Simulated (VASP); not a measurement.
Wanted: the native input for a VASP 6.6.1 run.

- Task: relaxation of cell and atoms
- Functional: PBE
- Potentials or basis: VASP PAW PBE potentials, release 64 (Nb_sv, Te, Mo_sv)
- Cutoff: 600 eV
- k mesh: 6 × 6 × 1
- Occupations: gaussian, width 0.1 eV
- Spin: no spin polarisation
- Dipole correction: no
- Further INCAR settings: ALGO = Normal; EDIFF = 1e-06; IBRION = 2; EDIFFG = -0.04; NSW = 90; ISIF = 3

The structure of Nb3Te8Mo lies in POSCAR:

```
Nb3Te8Mo
1.0
    3.6808099900      0.0000000000      0.0000000000
   -1.8404050000      3.1876749600      0.0000000000
    0.0000000000      0.0000000000     29.2389108100
Nb Te Mo
3 8 1
Direct
    0.3333333300      0.6666666700      0.7500000000
    0.3333333300      0.6666666700      0.2500000000
    0.6666666700      0.3333333300      0.0000000000
    0.3333333300      0.6666666700      0.9355000000
    0.3333333300      0.6666666700      0.4355000000
    0.6666666700      0.3333333300      0.6855000000
    0.6666666700      0.3333333300      0.1855000000
    0.3333333300      0.6666666700      0.0645000000
    0.3333333300      0.6666666700      0.5645000000
    0.6666666700      0.3333333300      0.8145000000
    0.6666666700      0.3333333300      0.3145000000
    0.6666666700      0.3333333300      0.5000000000
```

The input as run:

INCAR

```
PREC     = Accurate       # precision mode
ENCUT    = 600            # plane-wave cutoff, eV
EDIFF    = 1E-6           # SCF threshold, eV
ISMEAR   = 0              # smearing method
SIGMA    = 0.1            # smearing width, eV
LREAL    = F              # projectors in reciprocal space
LASPH    = T              # aspherical terms in the spheres
NELM     = 80             # most SCF steps
ALGO     = Normal         # electronic algorithm
ISIF     = 3              # what is computed and relaxed
LWAVE    = F              # write WAVECAR
LCHARG   = F              # write CHGCAR
GGA      = PE             # functional
IBRION   = 2              # ionic algorithm
NSW      = 90             # ionic steps
EDIFFG   = -0.04          # ionic threshold
```

KPOINTS

```
Automatic mesh
0
Gamma
  6 6 1
```

Potentials or basis: VASP PAW PBE potentials, release 64 (Nb_sv, Te, Mo_sv).

The run is started by

```bash
$ cat potpaw_PBE.64/Nb_sv/POTCAR potpaw_PBE.64/Te/POTCAR potpaw_PBE.64/Mo_sv/POTCAR > POTCAR
$ mpirun -np 1 vasp_std > vasp.out
```

Results of the run:

```json
{"Relaxed volume": "28.00 Å³/atom", "Relaxed cell": "a = 3.651 Å, b = 3.651 Å, c = 29.108 Å, α = 90.00°, β = 90.00°, γ = 120.00°", "Space group after relaxing (to 0.1 Å)": "P-6m2 (No. 187)", "Energy gained by relaxing": "20.3 meV/atom", "Ionic steps": "12", "Pressure after relaxing": "0.1 GPa", "Largest force after relaxing": "0.032 eV/Å", "Band gap on the k mesh": "zero (an odd number of electrons rules out a gap without spin polarisation)"}
```

Caveat: spin-orbit coupling is left out, which moves the levels of the heavy elements; this functional lacks dispersion, which binds layers or chains, so the pressure and a relaxed spacing across them are unreliable; an odd number of electrons without spin polarisation forces a metal; a magnetic or distorted state may lie lower.

It took 33 min on 1 thread of Intel(R) Xeon(R) 6975P-C (Granite Rapids), on a shared host, peak memory 0.65 GiB.
